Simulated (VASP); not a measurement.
# TiO2 (I4_1/amd) in VASP: single point with PBEsol

Aim: the single point of TiO2 with PBEsol.

Program: VASP 6.6.1. These are calculated values, not measurements. Logs are shortened: lines on timing, memory, paths and dates and some standing lists are left out, and cuts for length are marked.

## (1) The cell of the first run

It takes space group I4_1/amd (No. 141, tetragonal). Conventional cell: a = 3.769 Å, b = 3.769 Å, c = 9.558 Å, α = 90.00°, β = 90.00°, γ = 90.00°. Within 2.6 Å of Ti (site symmetry -4m2) lie 6 O at 1.93 to 1.98 Å. O (site symmetry 2mm) has 3 Ti at 1.93 to 1.98 Å and 2 O at 2.46 Å within 2.6 Å.

## (2) Single point, PBEsol

INCAR

```
ALGO     = Normal         # electronic algorithm
EDIFF    = 1E-6           # SCF threshold, eV
ENCUT    = 520            # plane-wave cutoff, eV
GGA      = PS             # functional
ISIF     = 2              # what is computed and relaxed
ISMEAR   = 0              # smearing method
LASPH    = T              # aspherical terms in the spheres
LCHARG   = F              # write CHGCAR
LREAL    = F              # projectors in reciprocal space
LWAVE    = F              # write WAVECAR
NBANDS   = 33             # bands
NELM     = 100            # most SCF steps
PREC     = Accurate       # precision mode
SIGMA    = 0.02           # smearing width, eV
```

KPOINTS

```
k-points
0
Gamma
  10 10 10
```

POSCAR

```
TiO2
1.0
   -1.8843961149      1.8843961149      4.7791527478
    1.8843961149     -1.8843961149      4.7791527478
    1.8843961149      1.8843961149     -4.7791527478
Ti O
2 4
Direct
    0.0000000000      0.0000000000      0.0000000000
    0.7500000000      0.2500000000      0.5000000000
    0.9574304420      0.4574304420      0.5000000000
    0.2074304420      0.2074304420      0.0000000000
    0.5425695580      0.0425695580      0.5000000000
    0.7925695580      0.7925695580      0.0000000000
```

Potentials or basis: VASP PAW PBE potentials, release 64 (Ti_sv, O).

On the command line:

```
$ cat potpaw_PBE.64/Ti_sv/POTCAR potpaw_PBE.64/O/POTCAR > POTCAR
$ mpirun -np 1 vasp_std > vasp.out
```

OUTCAR:

```text
EDIFF = 1E-6
   ENCUT = 520
   GGA = PS
   ISIF = 2
   ISMEAR = 0
   LASPH = T
   LREAL = F
   NELM = 100
   PREC = Accurate

 ion  position               nearest neighbor table
   1  0.000  0.000  0.000-   5 1.93   3 1.93   5 1.93   3 1.93   4 1.98   6 1.98
   2  0.750  0.250  0.500-   6 1.93   4 1.93   6 1.93   4 1.93   3 1.98   5 1.98
   3  0.957  0.457  0.500-   1 1.93   1 1.93   2 1.98
   4  0.207  0.207  0.000-   2 1.93   2 1.93   1 1.98
   5  0.543  0.043  0.500-   1 1.93   1 1.93   2 1.98
   6  0.793  0.793  0.000-   2 1.93   2 1.93   1 1.98

  LATTYP: Found a body centered tetragonal cell.
 ALAT       =     3.7687922298
 C/A-ratio  =     2.5361720447

  Lattice vectors:

 A1 = (  -1.8843961149,   1.8843961149,   4.7791527478)
 A2 = (   1.8843961149,  -1.8843961149,   4.7791527478)
 A3 = (   1.8843961149,   1.8843961149,  -4.7791527478)

Analysis of symmetry for initial positions (statically):
=====================================================================
 Subroutine PRICEL returns:
 Original cell was already a primitive cell.

 Routine SETGRP: Setting up the symmetry group for a
 body centered tetragonal supercell.

 Subroutine GETGRP returns: Found 16 space group operations
 (whereof  8 operations were pure point group operations)
 out of a pool of 16 trial point group operations.

The static configuration has the point symmetry D_2d.
 The point group associated with its full space group is D_4h.

Analysis of symmetry for dynamics (positions and initial velocities):
=====================================================================
 Subroutine PRICEL returns:
 Original cell was already a primitive cell.

 Routine SETGRP: Setting up the symmetry group for a
 body centered tetragonal supercell.

 Subroutine GETGRP returns: Found 16 space group operations
 (whereof  8 operations were pure point group operations)
 out of a pool of 16 trial point group operations.

The dynamic configuration has the point symmetry D_2d.
 The point group associated with its full space group is D_4h.

 Subroutine INISYM returns: Found 16 space group operations
 (whereof  8 operations are pure point group operations),
 and found     1 'primitive' translations

----------------------------------------------------------------------------------------

                                     Primitive cell

  volume of cell :      67.8821

  direct lattice vectors                    reciprocal lattice vectors
    -1.884396115  1.884396115  4.779152748     0.000000000  0.265336994  0.104621054
     1.884396115 -1.884396115  4.779152748     0.265336994  0.000000000  0.104621054
     1.884396115  1.884396115 -4.779152748     0.265336994  0.265336994  0.000000000

  length of vectors
     5.471946493  5.471946493  5.471946493     0.285217961  0.285217961  0.375243175

  position of ions in fractional coordinates (direct lattice)
     0.000000000  0.000000000  0.000000000
     0.750000000  0.250000000  0.500000000
     0.957430442  0.457430442  0.500000000
     0.207430442  0.207430442  0.000000000
     0.542569558  0.042569558  0.500000000
     0.792569558  0.792569558  0.000000000

  ion indices of the primitive-cell ions
   primitive index   ion index
                 1           1
                 2           2
                 3           3
                 4           4
                 5           5
                 6           6

----------------------------------------------------------------------------------------

 KPOINTS: k-points

Automatic generation of k-mesh.
 Grid dimensions read from file:
 generate k-points for:   10   10   10

 Generating k-lattice:

  Cartesian coordinates                     Fractional coordinates (reciprocal lattice)
     0.000000000  0.026533699  0.010462105     0.100000000  0.000000000  0.000000000
     0.026533699  0.000000000  0.010462105     0.000000000  0.100000000  0.000000000
     0.026533699  0.026533699  0.000000000     0.000000000  0.000000000  0.100000000

  Length of vectors
     0.028521796  0.028521796  0.037524318

  Shift w.r.t. Gamma in fractional coordinates (k-lattice)
     0.000000000  0.000000000  0.000000000

 Subroutine IBZKPT returns following result:
 ===========================================

 Found    102 irreducible k-points:

 Following reciprocal coordinates:
            Coordinates               Weight
  0.000000  0.000000  0.000000      1.000000
  0.100000 -0.000000  0.000000      8.000000
  0.200000 -0.000000  0.000000      8.000000
  0.300000  0.000000  0.000000      8.000000
  0.400000  0.000000  0.000000      8.000000
  0.500000 -0.000000  0.000000      4.000000
[... 16 lines left out ...]
  0.300000  0.300000  0.000000      8.000000
  0.400000  0.300000  0.000000     16.000000
 [... further k-points ...]
   k-points           NKPTS =    102   k-points in BZ     NKDIM =    102   number of bands    NBANDS=     33
   number of dos      NEDOS =    301   number of ions     NIONS =      6
   total plane-waves  NPLWV =  74088
   dimension x,y,z NGX =    42 NGY =   42 NGZ =   42
   dimension x,y,z NGXF=    84 NGYF=   84 NGZF=   84
   ions per type =               2   4
   NGX,Y,Z   is equivalent  to a cutoff of  12.76, 12.76, 12.76 a.u.
   NGXF,Y,Z  is equivalent  to a cutoff of  25.52, 25.52, 25.52 a.u.
 SYSTEM =  unknown system
   PREC   = accura    normal or accurate (medium, high low for compatibility)
   ISTART =      0    job   : 0-new  1-cont  2-samecut
   ICHARG =      2    charge: 1-file 2-atom 10-const
   ISPIN  =      1    spin polarized calculation?
   LNONCOLLINEAR =      F non collinear calculations
   LSORBIT =      F    spin-orbit coupling
   LASPH  =      T    aspherical Exc in radial PAW
   ENCUT  =  520.0 eV  38.22 Ry    6.18 a.u.  10.17 10.17 10.17*2*pi/ulx,y,z
   NELM   =    100;   NELMIN=  2; NELMDL= -5     # of ELM steps
   EDIFF  = 0.1E-05   stopping-criterion for ELM
   LREAL  =      F    real-space projection
   EDIFFG = 0.1E-04   stopping-criterion for IOM
   NSW    =      0    number of steps for IOM
   IBRION =     -1    ionic relax: 0-MD 1-quasi-New 2-CG
   NFREE  =      0    steps in history (QN), initial steepest desc. (CG)
   ISIF   =      2    stress and relaxation
   ISYM   =      2    0-nonsym 1-usesym 2-fastsym
   POTIM  = 0.5000    time-step for ionic-motion
   TEBEG  =    0.0;   TEEND  =   0.0 temperature during run
   PSTRESS=    0.0 pullay stress
   NELECT =      48.0000    total number of electrons
   NUPDOWN=      -1.0000    fix difference up-down
   EMIN   =  10.00;   EMAX   =-10.00  energy-range for DOS
   EFERMI =   0.00;   METHOD = LEGACY
   ISMEAR =     0;   SIGMA  =   0.02  broadening in eV -4-tet -1-fermi 0-gaus
   EFERMI_NEDOS =   21; number of points for ismear=-14 and -15
   IALGO  =     38    algorithm
   IMIX   =      4    mixing-type and parameters
     AMIX     =   0.40;   BMIX     =  1.00
     AMIX_MAG =   1.60;   BMIX_MAG =  1.00
  volume/ion in A,a.u.               =      11.31        76.35
  Fermi-wavevector in a.u.,A,eV,Ry     =   1.458490  2.756147 28.942222  2.127193
  Thomas-Fermi vector in A             =   2.575168
   LORBIT       =      0    0 simple, 1 ext, 2 COOP (PROOUT), +10 PAW based schemes
   GGA     = PS    functional components
   LHFCALC =     F    Hartree Fock is set to
   AEXX    =    0.0000 exact exchange contribution
   IVDW    =     0    specifies the selected vdW correction
   LEPSILON=     F    determine dielectric tensor
   LRPA    =     F    only Hartree local field effects (RPA)
 non-spin polarized calculation
 Gauss-broadening in eV      SIGMA  =   0.02
  energy-cutoff  :      520.00
  volume of cell :       67.88
 maximum number of plane-waves:      1846
 NGX is ok and might be reduce to    42
   NGX = 21   NGY = 21   NGZ = 21

 number of electron      47.9999993 magnetization

 Free energy of the ion-electron system (eV)
  ---------------------------------------------------
  ext. energy  EPLUGINS =         0.00000000
  ---------------------------------------------------
  free energy    TOTEN  =       -56.21746831 eV

  energy without entropy =      -56.21746831  energy(sigma->0) =      -56.21746831

 E-fermi :   3.3891     XC(G=0): -11.0345

 val. band max:        3.3039449930   @ k =  -0.4000   0.4000   0.0000
 cond. band min:       5.4046433886   @ k =   0.0000   0.0000   0.0000
 fundamental gap:      2.1006983957
 Fermi energy:         3.3890661803

 k-point     1 :       0.0000    0.0000    0.0000
  band No.  band energies     occupation
      1     -52.7910      2.00000
      2     -52.7288      2.00000
      3     -29.3832      2.00000
      4     -29.1344      2.00000
      5     -29.1344      2.00000
      6     -29.0616      2.00000
[... 25 lines left out ...]
     32       8.6733      0.00000
     33       8.7457      0.00000

 k-point     2 :       0.1000   -0.0000    0.0000
  band No.  band energies     occupation
      1     -52.7896      2.00000
      2     -52.7297      2.00000
      3     -29.3802      2.00000
      4     -29.1480      2.00000
      5     -29.1354      2.00000
      6     -29.0673      2.00000
[... 25 lines left out ...]
     32       8.7781      0.00000
     33       9.0317      0.00000

 k-point     3 :       0.2000   -0.0000    0.0000
  band No.  band energies     occupation
      1     -52.7858      2.00000
      2     -52.7323      2.00000
      3     -29.3727      2.00000
      4     -29.1823      2.00000
      5     -29.1378      2.00000
      6     -29.0808      2.00000
[... 25 lines left out ...]
     32       9.1271      0.00000
     33       9.4624      0.00000

 k-point     4 :       0.3000    0.0000    0.0000
  band No.  band energies     occupation
      1     -52.7805      2.00000
      2     -52.7361      2.00000
      3     -29.3636      2.00000
      4     -29.2236      2.00000
      5     -29.1404      2.00000
      6     -29.0937      2.00000
[... 673 lines left out ...]
     32       9.8636      0.00000
     33      10.1058      0.00000

 k-point    23 :       0.3000    0.3000    0.0000
  band No.  band energies     occupation
      1     -52.7674      2.00000
      2     -52.7459      2.00000
      3     -29.3360      2.00000
      4     -29.2767      2.00000
      5     -29.1828      2.00000
      6     -29.1347      2.00000
[... 25 lines left out ...]
     32       9.8711      0.00000
     33      10.6977      0.00000

 k-point    24 :       0.4000    0.3000    0.0000
  band No.  band energies     occupation
      1     -52.7634      2.00000
      2     -52.7486      2.00000
      3     -29.3393      2.00000
      4     -29.2991      2.00000
      5     -29.1849      2.00000
      6     -29.1516      2.00000
[... 25 lines left out ...]
     32       9.8761      0.00000
     33      10.7710      0.00000

 [... further k-points ...]

------------------------ aborting loop because EDIFF is reached ----------------------------------------

  FORCE on cell =-STRESS in cart. coord.  units (eV):
  Direction    XX          YY          ZZ          XY          YZ          ZX
  --------------------------------------------------------------------------------------
  -------------------------------------------------------------------------------------
  Total        0.3068043      0.3068043      0.3135656      0.0000000      0.0000000      0.0000000
  in kB        7.2413030      7.2413030      7.4008849      0.0000000      0.0000000      0.0000000
  external PRESSURE =       7.2944970 kB  Pullay stress =       0.0000000 kB

 VOLUME and BASIS-vectors are now :
 -----------------------------------------------------------------------------
  energy-cutoff  :      520.00
  volume of cell :       67.88
      direct lattice vectors                 reciprocal lattice vectors
    -1.884396115  1.884396115  4.779152748     0.000000000  0.265336994  0.104621054
     1.884396115 -1.884396115  4.779152748     0.265336994  0.000000000  0.104621054
     1.884396115  1.884396115 -4.779152748     0.265336994  0.265336994  0.000000000

 POSITION                                       TOTAL-FORCE (eV/Angst)
 -----------------------------------------------------------------------------------
      0.00000      0.00000      0.00000        -0.000000     -0.000000      0.000000
     -0.00000      1.88440      2.38958        -0.000000     -0.000000      0.000000
      0.00000      1.88440      4.37226         0.000000     -0.000000      0.021057
      0.00000      0.00000      1.98268        -0.000000      0.000000      0.021057
      0.00000      1.88440      0.40689         0.000000     -0.000000     -0.021057
      0.00000      0.00000      7.57562        -0.000000      0.000000     -0.021057
 -----------------------------------------------------------------------------------
    total drift:                                0.000000     -0.000000     -0.000000

  FREE ENERGIE OF THE ION-ELECTRON SYSTEM (eV)
  ---------------------------------------------------
  free  energy   TOTEN  =       -56.2174683065 eV

  energy  without entropy=      -56.2174683065  energy(sigma->0) =      -56.21746831
```

Wall time 12 min (1 thread of Intel Xeon 8259CL, shared host); peak memory 0.37 GiB.

What came out:

```
Free energy            : -56.2175 eV
Pressure               : 0.7 GPa
Largest force          : 0.021 eV/Å
Band gap on the k mesh : 2.10 eV (least direct gap 2.42 eV)
```

Forces in eV/Å, atoms in the order of the input:
```
Ti   0.000  0.000  0.000
Ti   0.000  0.000  0.000
O    0.000  0.000  0.021
O    0.000  0.000  0.021
O    0.000  0.000 -0.021
O    0.000  0.000 -0.021
```

Caveat: the PAW data sets were made with another functional, which shifts forces and pressure a little.
